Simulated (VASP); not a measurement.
# Au (P6_3/mmc) in VASP: notebook, part 2 of 2

VASP 6.6.1. Earlier steps stand in the parts before.

## Step 6: Relaxation of cell and atoms, LDA, target pressure 23 GPa, at which the enthalpy is minimised

Input file INCAR:

```
PREC = Accurate
ENCUT = 600
EDIFF = 1E-6
ISMEAR = -1
SIGMA = 0.1
LREAL = F
LASPH = T
NELM = 60
ALGO = Normal
ISIF = 3
LWAVE = F
LCHARG = F
GGA = CA
IBRION = 2
NSW = 60
EDIFFG = -0.005
PSTRESS = 230.0
```

Input file KPOINTS:

```
regular mesh
0
Gamma
  16 16 9
```

Input file POSCAR:

```
Au
1.0
    2.7836412775      0.0000000000      0.0000000000
   -1.3918206387      2.4107040613      0.0000000000
    0.0000000000      0.0000000000      4.5094988695
Au
2
Direct
    0.3333333333      0.6666666667      0.2500000000
    0.6666666667      0.3333333333      0.7500000000
```

Potentials or basis: VASP PAW LDA potentials, release 64 (Au).

The run is started by

```sh
cat potpaw_LDA.64/Au/POTCAR > POTCAR
mpirun -np 1 vasp_std > vasp.out
```

OUTCAR:

```text
PREC = Accurate
   ENCUT = 600
   EDIFF = 1E-6
   ISMEAR = -1
   LREAL = F
   LASPH = T
   NELM = 60
   ISIF = 3
   GGA = CA
   IBRION = 2
   NSW = 60
   EDIFFG = -0.005
   PSTRESS = 230.0

 ion  position               nearest neighbor table
   1  0.333  0.667  0.250-   2 2.77   2 2.77   2 2.77   2 2.77   2 2.77   2 2.77
   2  0.667  0.333  0.750-   1 2.77   1 2.77   1 2.77   1 2.77   1 2.77   1 2.77

  LATTYP: Found a hexagonal cell.
 ALAT       =     2.7836412775
 C/A-ratio  =     1.6200000000

  Lattice vectors:

 A1 = (   2.7836412775,   0.0000000000,   0.0000000000)
 A2 = (  -1.3918206387,   2.4107040613,   0.0000000000)
 A3 = (   0.0000000000,   0.0000000000,   4.5094988695)

Analysis of symmetry for initial positions (statically):
=====================================================================
 Subroutine PRICEL returns:
 Original cell was already a primitive cell.

 Routine SETGRP: Setting up the symmetry group for a
 hexagonal supercell.

 Subroutine GETGRP returns: Found 24 space group operations
 (whereof 12 operations were pure point group operations)
 out of a pool of 24 trial point group operations.

The static configuration has the point symmetry D_3d.
 The point group associated with its full space group is D_6h.

Analysis of symmetry for dynamics (positions and initial velocities):
=====================================================================
 Subroutine PRICEL returns:
 Original cell was already a primitive cell.
[... 311 lines left out ...]

 Free energy of the ion-electron system (eV)
  ---------------------------------------------------
  ext. energy  EPLUGINS =         0.00000000
  ---------------------------------------------------
  free energy    TOTEN  =        -8.68703075 eV

  energy without entropy =       -8.66181965  energy(sigma->0) =       -8.67442520

 E-fermi :  11.3995     XC(G=0): -13.6667

 val. band max:       11.3954940815   @ k =   0.3125   0.1250   0.4444
 cond. band min:      11.4263804090   @ k =   0.4375   0.0625   0.1111
 fundamental gap:      0.0308863275
 Fermi energy:        11.3994740712

 k-point     1 :       0.0000    0.0000    0.0000
  band No.  band energies     occupation
      1       0.1729      2.00000
      2       2.8142      2.00000
      3       5.8320      2.00000
      4       6.1082      2.00000
      5       6.1082      2.00000
      6       6.5138      2.00000
      7       6.5138      2.00000
      8       7.3000      2.00000
      9       7.3000      2.00000
     10       9.0493      2.00000
     11       9.0493      2.00000
     12       9.6740      2.00000
     13      14.8101      0.00000
     14      25.7274      0.00000
[... 401 lines left out ...]
      2       4.4278      2.00000
      3       4.4319      2.00000
      4       5.0864      2.00000
      5       5.8228      2.00000
      6       6.3813      2.00000
      7       6.6757      2.00000
      8       7.6762      2.00000
      9       9.0874      2.00000
     10       9.1105      2.00000
     11      10.2532      1.99998
     12      15.8671      0.00000
     13      18.1219      0.00000
     14      18.1667      0.00000
     15      19.7170      0.00000

 [... further k-points ...]

------------------------ aborting loop because EDIFF is reached ----------------------------------------

  FORCE on cell =-STRESS in cart. coord.  units (eV):
  Direction    XX          YY          ZZ          XY          YZ          ZX
  --------------------------------------------------------------------------------------
  -------------------------------------------------------------------------------------
  Total        4.3483662      4.3483662      4.3526409      0.0000000     -0.0000000      0.0000000
  in kB      229.6423109    229.6423109    229.8680629      0.0000000     -0.0000000      0.0000000
  external PRESSURE =      -0.2824384 kB  Pullay stress =     230.0000000 kB
[... 21 lines left out ...]
  energy  without entropy=       -8.6618196475  energy(sigma->0) =       -8.67442520

  enthalpy is  TOTEN    =        -4.3318915274 eV   P V=        4.3551392181

 reached required accuracy - stopping structural energy minimisation
```

OSZICAR:

```text
N       E                     dE             d eps       ncg     rms          rms(c)
DAV:   1     0.134904848886E+03    0.13490E+03   -0.13232E+04  4500   0.162E+03
DAV:   2    -0.754072031675E+01   -0.14245E+03   -0.13769E+03  4857   0.317E+02
[... 34 lines left out ...]
   4 F= -.43312426E+01 E0= -.43184813E+01  d E =-.216429E-02
       N       E                     dE             d eps       ncg     rms          rms(c)
DAV:   1    -0.869205638682E+01   -0.19660E-01   -0.19114E-01  5025   0.385E+00    0.400E-01
DAV:   2    -0.868790455306E+01    0.41518E-02   -0.60158E-03  4955   0.810E-01    0.196E-01
DAV:   3    -0.868710139530E+01    0.80316E-03   -0.12163E-03  5130   0.329E-01    0.973E-02
DAV:   4    -0.868703013857E+01    0.71257E-04   -0.18030E-04  5060   0.115E-01    0.189E-02
DAV:   5    -0.868703074558E+01   -0.60701E-06   -0.81055E-06  5452   0.268E-02
   5 F= -.43318915E+01 E0= -.43192860E+01  d E =-.281326E-02
```

Wall time 1.8 min (1 thread of AMD EPYC 9R45 (Zen 5), shared host); peak memory 0.18 GiB.

What came out:

| Property | Result |
| --- | --- |
| Free energy | -8.6870 eV |
| Relaxed volume | 15.17 Å³/atom |
| Relaxed cell | a = 2.762 Å, b = 2.762 Å, c = 4.594 Å, α = 90.00°, β = 90.00°, γ = 120.00° |
| Space group after relaxing (to 0.05 Å) | P6_3/mmc (No. 194) |
| Energy change on relaxing (the enthalpy is what falls) | -9.6 meV/atom |
| Ionic steps | 5 |
| Pressure after relaxing | 23.0 GPa |
| Band gap on the k mesh | zero (band 11 reaches 15.08 eV, above the bottom of band 12 at 8.62 eV) |

The path:
| step | energy change (eV) | largest force (eV/Å) | pressure (GPa) | volume (Å³) |
| --- | --- | --- | --- | --- |
| 1 | 0.0000 | 0.0000 | 24.00 | 30.26 |
| 2 | -0.0633 | 0.0000 | 19.68 | 30.67 |
| 3 | -0.0466 | 0.0000 | 20.92 | 30.55 |
| 4 | -0.0046 | 0.0000 | 24.09 | 30.24 |
| 5 | -0.0192 | 0.0000 | 22.97 | 30.34 |

Final structure:
```cif
data_structure
_symmetry_space_group_name_H-M 'P 1'
_symmetry_Int_Tables_number 1
_cell_length_a 2.7616
_cell_length_b 2.7616
_cell_length_c 4.5935
_cell_angle_alpha 90.000
_cell_angle_beta 90.000
_cell_angle_gamma 120.000
_cell_volume 30.34
loop_
_atom_site_label
_atom_site_type_symbol
_atom_site_fract_x
_atom_site_fract_y
_atom_site_fract_z
_atom_site_occupancy
Au1 Au 0.33333 0.66667 0.25000 1
Au2 Au 0.66667 0.33333 0.75000 1
```

Caveat: the cell is relaxed towards a set pressure, so the enthalpy falls and the energy may rise; spin-orbit coupling is left out, which moves the levels of the heavy elements.

## Step 7: Relaxation of cell and atoms, LDA, target pressure 23 GPa, at which the enthalpy is minimised

Input file INCAR:

```
SYSTEM = Au
PREC = Accurate ; ENCUT = 600
EDIFF = 1E-6 ; ISMEAR = -1
SIGMA = 0.1 ; LREAL = .FALSE.
LASPH = .TRUE. ; NELM = 100
ALGO = Normal ; ISIF = 3
LWAVE = .FALSE. ; LCHARG = .FALSE.
IBRION = 2 ; NSW = 32
EDIFFG = -0.005 ; PSTRESS = 230.0
```

Input file KPOINTS:

```
regular mesh
0
G
  16 16 9
  0 0 0
```

Input file POSCAR:

```
Au
1.0
    2.7583053010      0.0000000000      0.0000000000
   -1.3791526505      2.3887624620      0.0000000000
    0.0000000000      0.0000000000      4.5926886772
Au
2
Direct
    0.3333333333      0.6666666667      0.2500000000
    0.6666666667      0.3333333333      0.7500000000
```

Potentials or basis: VASP PAW LDA potentials, release 64 (Au).

The run is started by

```sh
cat potpaw_LDA.64/Au/POTCAR > POTCAR
mpirun -np 1 vasp_std > vasp.out
```

OUTCAR:

```text
SYSTEM = Au
   PREC = Accurate
   ENCUT = 600
   EDIFF = 1E-6
   ISMEAR = -1
   LREAL = .FALSE.
   LASPH = .TRUE.
   NELM = 100
   ISIF = 3
   IBRION = 2
   NSW = 32
   EDIFFG = -0.005
   PSTRESS = 230.0

 ion  position               nearest neighbor table
   1  0.333  0.667  0.250-   2 2.79   2 2.79   2 2.79   2 2.79   2 2.79   2 2.79
   2  0.667  0.333  0.750-   1 2.79   1 2.79   1 2.79   1 2.79   1 2.79   1 2.79

  LATTYP: Found a hexagonal cell.
 ALAT       =     2.7583053010
 C/A-ratio  =     1.6650400068

  Lattice vectors:

 A1 = (   2.7583053010,   0.0000000000,   0.0000000000)
 A2 = (  -1.3791526505,   2.3887624620,   0.0000000000)
 A3 = (   0.0000000000,   0.0000000000,   4.5926886772)

Analysis of symmetry for initial positions (statically):
=====================================================================
 Subroutine PRICEL returns:
 Original cell was already a primitive cell.

 Routine SETGRP: Setting up the symmetry group for a
 hexagonal supercell.

 Subroutine GETGRP returns: Found 24 space group operations
 (whereof 12 operations were pure point group operations)
 out of a pool of 24 trial point group operations.

The static configuration has the point symmetry D_3d.
 The point group associated with its full space group is D_6h.

Analysis of symmetry for dynamics (positions and initial velocities):
=====================================================================
 Subroutine PRICEL returns:
 Original cell was already a primitive cell.

 Routine SETGRP: Setting up the symmetry group for a
 hexagonal supercell.

 Subroutine GETGRP returns: Found 24 space group operations
 (whereof 12 operations were pure point group operations)
 out of a pool of 24 trial point group operations.

[... 134 lines left out ...]
  energy-cutoff  :      600.00
  volume of cell :       30.26
 maximum number of plane-waves:      1032
 NGX is ok and might be reduce to    24
   NGX = 11   NGY = 11   NGZ = 19

--------------------------------------- Ionic step        1  -------------------------------------------

 number of electron      22.0000004 magnetization

 Free energy of the ion-electron system (eV)
  ---------------------------------------------------
  ext. energy  EPLUGINS =         0.00000000
  ---------------------------------------------------
  free energy    TOTEN  =        -8.67580497 eV

  energy without entropy =       -8.65056614  energy(sigma->0) =       -8.66318556

------------------------ aborting loop because EDIFF is reached ----------------------------------------

  FORCE on cell =-STRESS in cart. coord.  units (eV):
  Direction    XX          YY          ZZ          XY          YZ          ZX
  --------------------------------------------------------------------------------------
  -------------------------------------------------------------------------------------
  Total        4.5134730      4.5134730      4.4770773      0.0000000      0.0000000      0.0000000
  in kB      238.9676589    238.9676589    237.0406720      0.0000000      0.0000000      0.0000000
  external PRESSURE =       8.3253300 kB  Pullay stress =     230.0000000 kB
[... 215 lines left out ...]
--------------------------------------- Ionic step        7  -------------------------------------------

 number of electron      22.0000004 magnetization

 Free energy of the ion-electron system (eV)
  ---------------------------------------------------
  ext. energy  EPLUGINS =         0.00000000
  ---------------------------------------------------
  free energy    TOTEN  =        -8.68724440 eV

  energy without entropy =       -8.66200619  energy(sigma->0) =       -8.67462530

 E-fermi :  11.3990     XC(G=0): -13.6665

 val. band max:       11.3941662704   @ k =   0.3125   0.1250   0.4444
 cond. band min:      11.4264404670   @ k =   0.4375   0.0625   0.1111
 fundamental gap:      0.0322741966
 Fermi energy:        11.3989616515

 k-point     1 :       0.0000    0.0000    0.0000
  band No.  band energies     occupation
      1       0.1725      2.00000
      2       2.8127      2.00000
      3       5.8287      2.00000
      4       6.1074      2.00000
      5       6.1074      2.00000
      6       6.5124      2.00000
      7       6.5124      2.00000
      8       7.3009      2.00000
      9       7.3009      2.00000
     10       9.0480      2.00000
     11       9.0480      2.00000
     12       9.6707      2.00000
     13      14.8041      0.00000
     14      25.7287      0.00000
[... 401 lines left out ...]
      2       4.4273      2.00000
      3       4.4315      2.00000
      4       5.0861      2.00000
      5       5.8224      2.00000
      6       6.3792      2.00000
      7       6.6749      2.00000
      8       7.6735      2.00000
      9       9.0869      2.00000
     10       9.1078      2.00000
     11      10.2536      1.99998
     12      15.8635      0.00000
     13      18.1187      0.00000
     14      18.1678      0.00000
     15      19.7189      0.00000

 [... further k-points ...]

------------------------ aborting loop because EDIFF is reached ----------------------------------------

  FORCE on cell =-STRESS in cart. coord.  units (eV):
  Direction    XX          YY          ZZ          XY          YZ          ZX
  --------------------------------------------------------------------------------------
  -------------------------------------------------------------------------------------
  Total        4.3629981      4.3629981      4.3496398      0.0000000     -0.0000000      0.0000000
  in kB      230.4054929    230.4054929    229.7000584      0.0000000     -0.0000000      0.0000000
  external PRESSURE =       0.1703481 kB  Pullay stress =     230.0000000 kB
[... 21 lines left out ...]
  energy  without entropy=       -8.6620061918  energy(sigma->0) =       -8.67462530

  enthalpy is  TOTEN    =        -4.3319248259 eV   P V=        4.3553195733

 reached required accuracy - stopping structural energy minimisation
```

Wall time 1.8 min (1 thread of AMD EPYC 9R45 (Zen 5), shared host); peak memory 0.17 GiB.

What came out:

```
Free energy                                            : -8.6872 eV
Relaxed volume                                         : 15.17 Å³/atom
Relaxed cell                                           : a = 2.761 Å, b = 2.761 Å, c = 4.595 Å, α = 90.00°, β = 90.00°, γ = 120.00°
Space group after relaxing (to 0.05 Å)                 : P6_3/mmc (No. 194)
Energy change on relaxing (the enthalpy is what falls) : -5.7 meV/atom
Ionic steps                                            : 7
Pressure after relaxing                                : 23.0 GPa
Band gap on the k mesh                                 : zero (band 11 reaches 15.08 eV, above the bottom of band 12 at 8.62 eV)
```

The path:
```
step  energy change (eV)  largest force (eV/Å)  pressure (GPa)  volume (Å³)
   1              0.0000                0.0000           23.83        30.26
   2             -0.0476                0.0000           20.34        30.61
   3             -0.0117                0.0000           22.99        30.34
   4             -0.0115                0.0000           22.98        30.34
   5             -0.0058                0.0000           23.38        30.30
   6             -0.0112                0.0000           23.07        30.34
   7             -0.0114                0.0000           23.02        30.34
```

Final structure:
```yaml
crystal:
  lattice:
    - [2.76131, 0.00000, 0.00000]
    - [-1.38065, 2.39136, 0.00000]
    - [0.00000, 0.00000, 4.59455]
  atoms:
    - { symbol: Au, position: [0.33333, 0.66667, 0.25000] }
    - { symbol: Au, position: [0.66667, 0.33333, 0.75000] }
```

Caveat: the cell is relaxed towards a set pressure, so the enthalpy falls and the energy may rise; spin-orbit coupling is left out, which moves the levels of the heavy elements.

## Step 8: Summary

| task | cell | k mesh | cutoff (eV) | gap on the mesh (eV) | pressure (GPa) |
| --- | --- | --- | --- | --- | --- |
| single point | a = 2.758, b = 2.758, c = 4.593 Å, angles 90.0, 90.0, 120.0°, 2 atoms | 16 × 16 × 9 | 520 | none | 23.7 |
| single point | a = 2.764, b = 2.764, c = 9.142 Å, angles 90.0, 90.0, 120.0°, 4 atoms | 13 × 13 × 4 | 520 | none | 23.7 |
| relaxation of cell and atoms | relaxed to 23 GPa from a = 2.784, b = 2.784, c = 4.509 Å, angles 90.0, 90.0, 120.0°, 2 atoms | 16 × 16 × 9 | 600 | none | 23.0 |
| relaxation of cell and atoms | relaxed to 23 GPa from a = 2.758, b = 2.758, c = 4.593 Å, angles 90.0, 90.0, 120.0°, 2 atoms | 16 × 16 × 9 | 600 | none | 23.0 |

Alike in all rows: level LDA; potentials or basis VASP PAW LDA potentials, release 64 (Au); no spin polarisation; smearing fermi-dirac 0.1 eV.

Caveats: spin-orbit coupling is left out, which moves the levels of the heavy elements; the cell is relaxed towards a set pressure, so the enthalpy falls and the energy may rise (some runs).

Total energies depend on the potentials used, so only differences within one code and one set of settings carry meaning.
